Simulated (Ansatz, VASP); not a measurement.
**Two plane-wave programs on MgO**

The input POSCAR:

```
MgO
1.0
    0.0000000000      2.1135000000      2.1135000000
    2.1135000000      0.0000000000      2.1135000000
    2.1135000000      2.1135000000      0.0000000000
Mg O
1 1
Direct
    0.0000000000      0.0000000000      0.0000000000
    0.5000000000      0.5000000000      0.5000000000
```

File INCAR.step1:

```
SYSTEM = MgO
PREC = Accurate
ENCUT = 660
ISMEAR = 0
SIGMA = 0.15
LREAL = .FALSE.
LASPH = .TRUE.
NELM = 120
NBANDS = 11
GGA = PE
ALGO = Normal
EDIFF = 1E-5
LWAVE = .TRUE.
LCHARG = .FALSE.
GGA_COMPAT = .FALSE.
```

File INCAR.step2:

```
SYSTEM = MgO
PREC = Accurate
ENCUT = 660
EDIFF = 1E-6
ISMEAR = 0
SIGMA = 0.15
LREAL = .FALSE.
LASPH = .TRUE.
NELM = 120
ALGO = Normal
ISIF = 2
LWAVE = .FALSE.
LCHARG = .TRUE.
METAGGA = R2SCAN
LMIXTAU = .TRUE.
LELF = .TRUE.
LVHAR = .TRUE.
NBANDS = 11
ISTART = 1
GGA_COMPAT = .FALSE.
```

File KPOINTS:

```
regular mesh
0
G
  9 9 9
  0 0 0
```

Input for Ansatz:

```yaml
crystal:
  lattice:
    - [0.0, 2.1135, 2.1135]
    - [2.1135, 0.0, 2.1135]
    - [2.1135, 2.1135, 0.0]
  atoms:
    - { symbol: Mg, position: [0.0, 0.0, 0.0] }
    - { symbol: O, position: [0.5, 0.5, 0.5] }
hamiltonian:
  xc: r2scan
  pseudopotentials: { kind: paw }
basis:
  ecutwfc: 500
kpoints:
  mp_grid: { grid: [9, 9, 9] }
scf:
  occupations: { method: gaussian, width: 0.15 }
  lower_state_search: "off"
  max_iter: 80
output:
  forces: true
  stress: true
```

Alike in both runs: task single point; functional r2SCAN; k mesh 9 × 9 × 9; occupations gaussian, width 0.15 eV; no spin polarisation.

|  | VASP | Ansatz |
| --- | --- | --- |
| version | VASP 6.6.1 | Ansatz 0.2.0 |
| potentials or method | VASP PAW PBE potentials, release 64 (Mg, O), cutoff 660 eV | PAW, plane waves, scalar-relativistic |
| valence electrons in the cell | 8 | 16 |

```csv
,VASP,Ansatz,Ansatz less VASP
pressure (GPa),-4.0,-2.6,+1.43
```

VASP's potentials were made for PBE, not for r2SCAN. VASP's potentials hold 8 valence electrons a cell and Ansatz's 16, so a difference there can come from the potentials and not from the codes.
